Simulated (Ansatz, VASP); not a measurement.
# Two plane-wave programs on ZnTe3O

The input INCAR:

```
SYSTEM = ZnTe3O
PREC     = Accurate       ! precision mode
ENCUT    = 600            ! plane-wave cutoff, eV
EDIFF    = 1E-6           ! SCF threshold, eV
ISMEAR   = 0              ! smearing method
SIGMA    = 0.1            ! smearing width, eV
LREAL    = .FALSE.        ! projectors in reciprocal space
LASPH    = .TRUE.         ! aspherical terms in the spheres
NELM     = 80             ! most SCF steps
ALGO     = Normal         ! electronic algorithm
ISIF     = 3              ! what is computed and relaxed
LWAVE    = .FALSE.        ! write WAVECAR
LCHARG   = .FALSE.        ! write CHGCAR
GGA      = PE             ! functional
IBRION   = 2              ! ionic algorithm
NSW      = 90             ! ionic steps
EDIFFG   = -0.04          ! ionic threshold
```

File KPOINTS:

```
regular mesh
0
G
  4 4 4
  0 0 0
```

Contents of POSCAR:

```
ZnTe3O
1.0
    3.1676580100     -5.2393360100      0.0000000000
    3.1676580100      5.2393360100      0.0000000000
    0.0000000000      0.0000000000      4.0398647400
Zn Te O
1 3 1
Direct
    0.0000000000      0.0000000000      0.0000000000
    0.0000000000      0.5000000000      0.5000000000
    0.5000000000      0.0000000000      0.5000000000
    0.5000000000      0.5000000000      0.5000000000
    0.0000000000      0.0000000000      0.5000000000
```

Input for Ansatz:

```yaml
crystal:
  lattice:
    - [3.16765801, -5.23933601, 0.0]
    - [3.16765801, 5.23933601, 0.0]
    - [0.0, 0.0, 4.03986474]
  atoms:
    - { symbol: Zn, position: [0.0, 0.0, 0.0] }
    - { symbol: Te, position: [0.0, 0.5, 0.5] }
    - { symbol: Te, position: [0.5, 0.0, 0.5] }
    - { symbol: Te, position: [0.5, 0.5, 0.5] }
    - { symbol: O, position: [0.0, 0.0, 0.5] }
basis:
  ecutwfc: 420
kpoints:
  mp_grid: { grid: [4, 4, 4] }
hamiltonian:
  xc: pbe
scf:
  occupations: { method: gaussian, width: 0.1 }
  lower_state_search: "off"
output:
  forces: true
  stress: true
  eigenvalues: true
relax:
  adjacent_minimum: "off"
  f_tol: 0.04
  max_steps: 70
  cell: { stress_tol: 0.4 }
```

Alike in both runs: task relaxation of cell and atoms; functional PBE; k mesh 4 × 4 × 4; occupations gaussian, width 0.1 eV; no spin polarisation.

|  | VASP | Ansatz |
| --- | --- | --- |
| version | VASP 6.6.1 | Ansatz 0.2.0 |
| potentials or method | VASP PAW PBE potentials, release 64 (Zn, Te, O), cutoff 600 eV | scalar-relativistic, plane waves, PAW |
| valence electrons in the cell | 36 | 66 |

Ansatz gave:

* gap on the k mesh at the Fermi level, each at its own relaxed structure (eV): none
* relaxed volume (Å³/atom): 25.13
* relaxed length of the cell vector where the two differ most in proportion (Å): 3.455

Which values does VASP return?

gap on the k mesh at the Fermi level, each at its own relaxed structure (eV): none; relaxed volume (Å³/atom): 25.20; relaxed length of the cell vector where the two differ most in proportion (Å): 3.464.

A gap of «none» marks a metal or a gap that the smearing closes. VASP's potentials hold 36 valence electrons a cell and Ansatz's 66, so a difference there can come from the potentials and not from the codes.

The k mesh is coarse, so the values compare programs but aren't converged. Neither program's run includes spin-orbit coupling.
